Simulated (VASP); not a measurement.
# Mo (Im-3m) in VASP: notebook

Runs on Mo. Level: PBE. Tasks: single point.

All numbers are computed with VASP 6.6.1; they aren't measurements. Logs are shortened: lines on timing, memory, paths and dates and some standing lists are left out, and cuts for length are marked.

## Step 1: The cell of the first run

The structure is cubic, space group Im-3m (No. 229). Conventional cell: a = 3.147 Å, b = 3.147 Å, c = 3.147 Å, α = 90.00°, β = 90.00°, γ = 90.00°. Mo (site symmetry m-3m) has 14 Mo at 2.73 to 3.15 Å within 3.6 Å.

## Step 2: Single point, PBE

INCAR

```
SYSTEM = Mo
ALGO = Normal
EDIFF = 1E-6
ENCUT = 500
GGA = PE
GGA_COMPAT = .False.
ISIF = 2
ISMEAR = 1
LASPH = .True.
LCHARG = .True.
LELF = .True.
LREAL = .False.
LVHAR = .True.
LWAVE = .False.
NBANDS = 13
NELM = 120
PREC = Accurate
SIGMA = 0.3
```

KPOINTS

```
k-points
0
Gamma
  10 10 10
  0 0 0
```

POSCAR

```
Mo
1.0
   -1.5734150000      1.5734150000      1.5734150000
    1.5734150000     -1.5734150000      1.5734150000
    1.5734150000      1.5734150000     -1.5734150000
Mo
1
Direct
    0.0000000000      0.0000000000      0.0000000000
```

Potentials or basis: VASP PAW PBE potentials, release 64 (Mo_sv).

Command:

```bash
> cat potpaw_PBE.64/Mo_sv/POTCAR > POTCAR
> mpirun -np 1 vasp_std > vasp.out
```

OUTCAR:

```text
SYSTEM = Mo
   EDIFF = 1E-6
   ENCUT = 500
   GGA = PE
   ISIF = 2
   ISMEAR = 1
   LASPH = .True.
   LREAL = .False.
   NELM = 120
   PREC = Accurate

 ion  position               nearest neighbor table
   1  0.000  0.000  0.000-

  LATTYP: Found a body centered cubic cell.
 ALAT       =     3.1468300000

  Lattice vectors:

 A1 = (  -1.5734150000,   1.5734150000,   1.5734150000)
 A2 = (   1.5734150000,  -1.5734150000,   1.5734150000)
 A3 = (   1.5734150000,   1.5734150000,  -1.5734150000)

Analysis of symmetry for initial positions (statically):
=====================================================================
 Subroutine PRICEL returns:
 Original cell was already a primitive cell.

 Routine SETGRP: Setting up the symmetry group for a
 body centered cubic supercell.

 Subroutine GETGRP returns: Found 48 space group operations
 (whereof 48 operations were pure point group operations)
 out of a pool of 48 trial point group operations.

The static configuration has the point symmetry O_h .

Analysis of symmetry for dynamics (positions and initial velocities):
=====================================================================
 Subroutine PRICEL returns:
 Original cell was already a primitive cell.

 Routine SETGRP: Setting up the symmetry group for a
 body centered cubic supercell.

 Subroutine GETGRP returns: Found 48 space group operations
 (whereof 48 operations were pure point group operations)
 out of a pool of 48 trial point group operations.

The dynamic configuration has the point symmetry O_h .

 Subroutine INISYM returns: Found 48 space group operations
 (whereof 48 operations are pure point group operations),
 and found     1 'primitive' translations

----------------------------------------------------------------------------------------

                                     Primitive cell

  volume of cell :      15.5808

  direct lattice vectors                    reciprocal lattice vectors
    -1.573415000  1.573415000  1.573415000     0.000000000  0.317780115  0.317780115
     1.573415000 -1.573415000  1.573415000     0.317780115  0.000000000  0.317780115
     1.573415000  1.573415000 -1.573415000     0.317780115  0.317780115  0.000000000

  length of vectors
     2.725234721  2.725234721  2.725234721     0.449408949  0.449408949  0.449408949

  position of ions in fractional coordinates (direct lattice)
     0.000000000  0.000000000  0.000000000

  ion indices of the primitive-cell ions
   primitive index   ion index
                 1           1

----------------------------------------------------------------------------------------

 KPOINTS: k-points

Automatic generation of k-mesh.
 Grid dimensions read from file:
 generate k-points for:   10   10   10

 Generating k-lattice:

  Cartesian coordinates                     Fractional coordinates (reciprocal lattice)
     0.000000000  0.031778012  0.031778012     0.100000000  0.000000000  0.000000000
     0.031778012  0.000000000  0.031778012     0.000000000  0.100000000  0.000000000
     0.031778012  0.031778012  0.000000000     0.000000000  0.000000000  0.100000000

  Length of vectors
     0.044940895  0.044940895  0.044940895

  Shift w.r.t. Gamma in fractional coordinates (k-lattice)
     0.000000000  0.000000000  0.000000000

 Subroutine IBZKPT returns following result:
 ===========================================

 Found     47 irreducible k-points:

 Following reciprocal coordinates:
            Coordinates               Weight
  0.000000  0.000000  0.000000      1.000000
  0.100000  0.000000  0.000000     12.000000
  0.200000  0.000000  0.000000     12.000000
  0.300000  0.000000  0.000000     12.000000
  0.400000  0.000000  0.000000     12.000000
  0.500000  0.000000  0.000000      6.000000
[... 16 lines left out ...]
  0.300000  0.300000  0.100000      8.000000
 -0.300000  0.300000  0.100000     24.000000
 [... further k-points ...]
   k-points           NKPTS =     47   k-points in BZ     NKDIM =     47   number of bands    NBANDS=     13
   number of dos      NEDOS =    301   number of ions     NIONS =      1
   total plane-waves  NPLWV =   8000
   dimension x,y,z NGX =    20 NGY =   20 NGZ =   20
   dimension x,y,z NGXF=    40 NGYF=   40 NGZF=   40
   ions per type =               1
   NGX,Y,Z   is equivalent  to a cutoff of  12.20, 12.20, 12.20 a.u.
   NGXF,Y,Z  is equivalent  to a cutoff of  24.40, 24.40, 24.40 a.u.
 SYSTEM =  Mo
   PREC   = accura    normal or accurate (medium, high low for compatibility)
   ISTART =      0    job   : 0-new  1-cont  2-samecut
   ICHARG =      2    charge: 1-file 2-atom 10-const
   ISPIN  =      1    spin polarized calculation?
   LNONCOLLINEAR =      F non collinear calculations
   LSORBIT =      F    spin-orbit coupling
   LASPH  =      T    aspherical Exc in radial PAW
   ENCUT  =  500.0 eV  36.75 Ry    6.06 a.u.   4.97  4.97  4.97*2*pi/ulx,y,z
   NELM   =    120;   NELMIN=  2; NELMDL= -5     # of ELM steps
   EDIFF  = 0.1E-05   stopping-criterion for ELM
   LREAL  =      F    real-space projection
   EDIFFG = 0.1E-04   stopping-criterion for IOM
   NSW    =      0    number of steps for IOM
   IBRION =     -1    ionic relax: 0-MD 1-quasi-New 2-CG
   NFREE  =      0    steps in history (QN), initial steepest desc. (CG)
   ISIF   =      2    stress and relaxation
   ISYM   =      2    0-nonsym 1-usesym 2-fastsym
   POTIM  = 0.5000    time-step for ionic-motion
   TEBEG  =    0.0;   TEEND  =   0.0 temperature during run
   PSTRESS=    0.0 pullay stress
   NELECT =      14.0000    total number of electrons
   NUPDOWN=      -1.0000    fix difference up-down
   EMIN   =  10.00;   EMAX   =-10.00  energy-range for DOS
   EFERMI =   0.00;   METHOD = LEGACY
   ISMEAR =     1;   SIGMA  =   0.30  broadening in eV -4-tet -1-fermi 0-gaus
   EFERMI_NEDOS =   21; number of points for ismear=-14 and -15
   IALGO  =     38    algorithm
   IMIX   =      4    mixing-type and parameters
     AMIX     =   0.40;   BMIX     =  1.00
     AMIX_MAG =   1.60;   BMIX_MAG =  1.00
  volume/ion in A,a.u.               =      15.58       105.14
  Fermi-wavevector in a.u.,A,eV,Ry     =   1.579747  2.985289 33.954710  2.495601
  Thomas-Fermi vector in A             =   2.680079
   LORBIT       =      0    0 simple, 1 ext, 2 COOP (PROOUT), +10 PAW based schemes
   GGA     = PE    functional components
   LHFCALC =     F    Hartree Fock is set to
   AEXX    =    0.0000 exact exchange contribution
   IVDW    =     0    specifies the selected vdW correction
   LEPSILON=     F    determine dielectric tensor
   LRPA    =     F    only Hartree local field effects (RPA)
 non-spin polarized calculation
 Methfessel and Paxton  Order N= 1 SIGMA  =   0.30
  energy-cutoff  :      500.00
  volume of cell :       15.58
 maximum number of plane-waves:       410
   NGX =  9   NGY =  9   NGZ =  9

 number of electron      14.0000001 magnetization

 Free energy of the ion-electron system (eV)
  ---------------------------------------------------
  ext. energy  EPLUGINS =         0.00000000
  ---------------------------------------------------
  free energy    TOTEN  =       -10.91731530 eV

  energy without entropy =      -10.91277752  energy(sigma->0) =      -10.91580270

 E-fermi :  12.7546     XC(G=0): -13.4061

 val. band max:       12.7450512763   @ k =  -0.2000   0.2000   0.1000
 cond. band min:      12.7717733635   @ k =  -0.2000   0.2000   0.2000
 fundamental gap:      0.0267220872
 Fermi energy:        12.7546208478

 k-point     1 :       0.0000    0.0000    0.0000
  band No.  band energies     occupation
      1     -48.6147      2.00000
      2     -21.8749      2.00000
      3     -21.8749      2.00000
      4     -21.8749      2.00000
      5       5.3999      2.00000
      6      11.2858      2.00000
      7      11.2858      2.00000
      8      11.2858      2.00000
      9      14.3245     -0.00000
     10      14.3245     -0.00000
     11      27.4829      0.00000
     12      27.4829      0.00000
     13      27.4829      0.00000

 k-point     2 :       0.1000    0.0000    0.0000
  band No.  band energies     occupation
      1     -48.5896      2.00000
      2     -22.0192      2.00000
      3     -21.9195      2.00000
      4     -21.8760      2.00000
      5       5.8342      2.00000
      6      11.0433      2.00000
      7      11.2342      2.00000
      8      11.7003      2.00001
      9      14.0033     -0.00000
     10      14.3336     -0.00000
     11      27.7842      0.00000
     12      28.2226      0.00000
     13      28.2904      0.00000

 k-point     3 :       0.2000    0.0000    0.0000
  band No.  band energies     occupation
      1     -48.5234      2.00000
      2     -22.3870      2.00000
      3     -22.0346      2.00000
      4     -21.8789      2.00000
      5       6.8899      2.00000
      6      10.4675      2.00000
      7      11.0374      2.00000
      8      12.8866      0.32935
      9      13.7154     -0.00006
     10      14.4052     -0.00000
     11      27.9439      0.00000
     12      29.2697      0.00000
     13      30.2623      0.00000
[... 305 lines left out ...]
 k-point    23 :       0.3000    0.3000    0.1000
  band No.  band energies     occupation
      1     -48.3244      2.00000
      2     -22.7817      2.00000
      3     -22.7817      2.00000
      4     -22.1841      2.00000
      5       8.9512      2.00000
      6      10.4458      2.00000
      7      10.4458      2.00000
      8      14.9628     -0.00000
      9      14.9628     -0.00000
     10      22.5510      0.00000
     11      23.2433      0.00000
     12      23.2433      0.00000
     13      27.4670      0.00000

 k-point    24 :      -0.3000    0.3000    0.1000
  band No.  band energies     occupation
      1     -48.4200      2.00000
      2     -22.8034      2.00000
      3     -22.2235      2.00000
      4     -21.9878      2.00000
      5       7.9894      2.00000
      6      10.2613      2.00000
      7      10.9807      2.00000
      8      13.1911     -0.05922
      9      14.5161     -0.00000
     10      15.3396     -0.00000
     11      26.9343      0.00000
     12      28.5387      0.00000
     13      32.6425      0.00000

 [... further k-points ...]

------------------------ aborting loop because EDIFF is reached ----------------------------------------

  FORCE on cell =-STRESS in cart. coord.  units (eV):
  Direction    XX          YY          ZZ          XY          YZ          ZX
  --------------------------------------------------------------------------------------
  -------------------------------------------------------------------------------------
  Total        0.3653519      0.3653519      0.3653519     -0.0000000     -0.0000000      0.0000000
  in kB       37.5692127     37.5692127     37.5692127     -0.0000000     -0.0000000      0.0000000
  external PRESSURE =      37.5692127 kB  Pullay stress =       0.0000000 kB

 VOLUME and BASIS-vectors are now :
 -----------------------------------------------------------------------------
  energy-cutoff  :      500.00
  volume of cell :       15.58
      direct lattice vectors                 reciprocal lattice vectors
    -1.573415000  1.573415000  1.573415000     0.000000000  0.317780115  0.317780115
     1.573415000 -1.573415000  1.573415000     0.317780115  0.000000000  0.317780115
     1.573415000  1.573415000 -1.573415000     0.317780115  0.317780115  0.000000000

 POSITION                                       TOTAL-FORCE (eV/Angst)
 -----------------------------------------------------------------------------------
      0.00000      0.00000      0.00000        -0.000000      0.000000     -0.000000
 -----------------------------------------------------------------------------------
    total drift:                                0.000000      0.000000      0.000000

  FREE ENERGIE OF THE ION-ELECTRON SYSTEM (eV)
  ---------------------------------------------------
  free  energy   TOTEN  =       -10.9173152989 eV

  energy  without entropy=      -10.9127775165  energy(sigma->0) =      -10.91580270
```

It took 7.3 s on 1 thread of Intel Xeon Platinum 8488C (Sapphire Rapids), shared host; peak memory 0.12 GiB.

What came out:

| Quantity | Value |
| --- | --- |
| Free energy | -10.9173 eV |
| Pressure | 3.8 GPa |
| Band gap on the k mesh | zero (band 7 reaches 16.66 eV, above the bottom of band 8 at 11.29 eV) |

Levels at points of the mesh, in eV from the Fermi level:
| k point | band 3 | band 4 | band 5 | band 6 | band 7 | band 8 | band 9 | band 10 | band 11 | band 12 |
| --- | --- | --- | --- | --- | --- | --- | --- | --- | --- | --- |
| (0.00, 0.00, 0.00) | -34.63 | -34.63 | -7.35 | -1.47 | -1.47 | -1.47 | 1.57 | 1.57 | 14.73 | 14.73 |
| (0.50, 0.00, 0.00) | -35.08 | -34.64 | -5.45 | -3.52 | 1.53 | 1.60 | 2.23 | 4.67 | 11.60 | 11.86 |
| (0.50, 0.50, 0.50) | -35.61 | -35.61 | -5.57 | -5.57 | 3.90 | 3.90 | 3.90 | 8.98 | 8.98 | 8.98 |

## Step 3: Single point, PBE

INCAR

```
PREC = Accurate
ENCUT = 500
EDIFF = 1E-6
ISMEAR = 1
SIGMA = 0.2
LREAL = F
LASPH = T
NELM = 120
ALGO = Normal
ISIF = 2
LWAVE = F
LCHARG = F
GGA = PE
NBANDS = 13
GGA_COMPAT = F
```

KPOINTS

```
regular mesh
0
Gamma
  10 10 10
```

POSCAR is that of step 2.

Potentials or basis: VASP PAW PBE potentials, release 64 (Mo_sv).

Command:

```bash
> cat potpaw_PBE.64/Mo_sv/POTCAR > POTCAR
> mpirun -np 1 vasp_std > vasp.out
```

OUTCAR:

```text
PREC = Accurate
   ENCUT = 500
   EDIFF = 1E-6
   ISMEAR = 1
   LREAL = F
   LASPH = T
   NELM = 120
   ISIF = 2
   GGA = PE

 ion  position               nearest neighbor table
   1  0.000  0.000  0.000-

  LATTYP: Found a body centered cubic cell.
 ALAT       =     3.1468300000

  Lattice vectors:

 A1 = (  -1.5734150000,   1.5734150000,   1.5734150000)
 A2 = (   1.5734150000,  -1.5734150000,   1.5734150000)
[... 561 lines left out ...]
     11      26.9344      0.00000
     12      28.5400      0.00000
     13      32.6435      0.00000

 [... further k-points ...]

------------------------ aborting loop because EDIFF is reached ----------------------------------------

  FORCE on cell =-STRESS in cart. coord.  units (eV):
  Direction    XX          YY          ZZ          XY          YZ          ZX
  --------------------------------------------------------------------------------------
  -------------------------------------------------------------------------------------
  Total        0.3517452      0.3517452      0.3517452      0.0000000      0.0000000     -0.0000000
  in kB       36.1700313     36.1700313     36.1700313      0.0000000      0.0000000     -0.0000000
  external PRESSURE =      36.1700313 kB  Pullay stress =       0.0000000 kB

 VOLUME and BASIS-vectors are now :
 -----------------------------------------------------------------------------
  energy-cutoff  :      500.00
  volume of cell :       15.58
      direct lattice vectors                 reciprocal lattice vectors
    -1.573415000  1.573415000  1.573415000     0.000000000  0.317780115  0.317780115
     1.573415000 -1.573415000  1.573415000     0.317780115  0.000000000  0.317780115
     1.573415000  1.573415000 -1.573415000     0.317780115  0.317780115  0.000000000

 POSITION                                       TOTAL-FORCE (eV/Angst)
 -----------------------------------------------------------------------------------
      0.00000      0.00000      0.00000         0.000000     -0.000000      0.000000
 -----------------------------------------------------------------------------------
    total drift:                                0.000000     -0.000000      0.000000

  FREE ENERGIE OF THE ION-ELECTRON SYSTEM (eV)
  ---------------------------------------------------
  free  energy   TOTEN  =       -10.9163092078 eV

  energy  without entropy=      -10.9151261947  energy(sigma->0) =      -10.91591487
```

stdout:

```text
POSCAR found type information on POSCAR Mo
 POSCAR found :  1 types and       1 ions
 scaLAPACK will be used
 LDA part: xc-table for (Slater+PW92), standard interpolation
 POSCAR, INCAR and KPOINTS ok, starting setup
 FFT: planning ... GRIDC
 FFT: planning ... GRID_SOFT
 FFT: planning ... GRID
 WAVECAR not read
 entering main loop
```

It took 6.8 s on 1 thread of Intel Xeon Platinum 8488C (Sapphire Rapids), shared host; peak memory 0.12 GiB.

What came out:

```
Free energy            : -10.9163 eV
Pressure               : 3.6 GPa
Band gap on the k mesh : zero (band 7 reaches 16.66 eV, above the bottom of band 8 at 11.29 eV)
```

Levels at points of the mesh, in eV from the Fermi level:
```tsv
k point	band 4	band 5	band 6	band 7	band 8	band 9	band 10	band 11
(0.00, 0.00, 0.00)	-34.64	-7.37	-1.48	-1.48	-1.48	1.56	1.56	14.72
(0.50, 0.00, 0.00)	-34.65	-5.46	-3.53	1.52	1.59	2.23	4.66	11.59
(0.50, 0.50, 0.50)	-35.61	-5.58	-5.58	3.90	3.90	3.90	8.97	8.97
```

## Step 4: Single point, PBE

INCAR

```
SYSTEM = Mo
PREC = Accurate
ENCUT = 500
EDIFF = 1E-6
ISMEAR = 1
SIGMA = 0.1
LREAL = .FALSE.
LASPH = .TRUE.
NELM = 120
ALGO = Normal
ISIF = 2
LWAVE = .FALSE.
LCHARG = .FALSE.
GGA = PE
NBANDS = 13
GGA_COMPAT = .FALSE.
```

KPOINTS

```
regular mesh
0
G
  10 10 10
  0 0 0
```

POSCAR is that of step 3.

Command:

```bash
> cat potpaw_PBE.64/Mo_sv/POTCAR > POTCAR
> mpirun -np 1 vasp_std > vasp.out
```

Run time: 5.6 s. Hardware: 1 thread of Intel Xeon Platinum 8488C (Sapphire Rapids), shared host; peak memory 0.12 GiB.

It converged, with:

| Item | Value |
| --- | --- |
| Free energy | -10.9162 eV |
| Pressure | 3.4 GPa |
| Band gap on the k mesh | zero (band 7 reaches 16.67 eV, above the bottom of band 8 at 11.29 eV) |

Levels at points of the mesh, in eV from the Fermi level:
```tsv
k point	band 4	band 5	band 6	band 7	band 8	band 9	band 10	band 11
(0.00, 0.00, 0.00)	-34.64	-7.38	-1.49	-1.49	-1.49	1.55	1.55	14.70
(0.50, 0.00, 0.00)	-34.65	-5.47	-3.54	1.51	1.58	2.22	4.66	11.58
(0.50, 0.50, 0.50)	-35.62	-5.59	-5.59	3.89	3.89	3.89	8.96	8.96
```

## Step 5: Single point, PBE

INCAR

```
SYSTEM = Mo
PREC = Accurate ; ENCUT = 500
EDIFF = 1E-6 ; ISMEAR = 1
SIGMA = 0.05 ; LREAL = .FALSE.
LASPH = .TRUE. ; NELM = 120
ALGO = Normal ; ISIF = 2
LWAVE = .FALSE. ; LCHARG = .FALSE.
GGA = PE ; NBANDS = 13
GGA_COMPAT = .FALSE.
```

KPOINTS

```
Automatic mesh
0
G
  10 10 10
  0 0 0
```

POSCAR is that of step 4.

Command:

```bash
> cat potpaw_PBE.64/Mo_sv/POTCAR > POTCAR
> mpirun -np 1 vasp_std > vasp.out
```

Run time: 6.1 s. Hardware: 1 thread of Intel Xeon Platinum 8488C (Sapphire Rapids), shared host; peak memory 0.12 GiB.

Results (log left out):

| Property | Result |
| --- | --- |
| Free energy | -10.9164 eV |
| Pressure | 3.4 GPa |
| Band gap on the k mesh | zero (band 7 reaches 16.67 eV, above the bottom of band 8 at 11.29 eV) |

Levels at points of the mesh, in eV from the Fermi level:
```tsv
k point	band 5	band 6	band 7	band 8	band 9	band 10
(0.00, 0.00, 0.00)	-7.37	-1.48	-1.48	-1.48	1.56	1.56
(0.50, 0.00, 0.00)	-5.46	-3.53	1.51	1.59	2.23	4.67
(0.50, 0.50, 0.50)	-5.58	-5.58	3.90	3.90	3.90	8.97
```

## Step 6: The runs side by side

```tsv
smearing	gap on the mesh (eV)	pressure (GPa)
methfessel-paxton 0.3 eV	none	3.8
methfessel-paxton 0.2 eV	none	3.6
methfessel-paxton 0.1 eV	none	3.4
methfessel-paxton 0.05 eV	none	3.4
```

Alike in all rows: task single point; level PBE; potentials or basis VASP PAW PBE potentials, release 64 (Mo_sv); no spin polarisation; cell as given; k mesh 10 × 10 × 10; cutoff (eV) 500.

Every run on the cell as given and a fine mesh finds a metal.

Absolute energies hang on the potentials; compare differences alone.
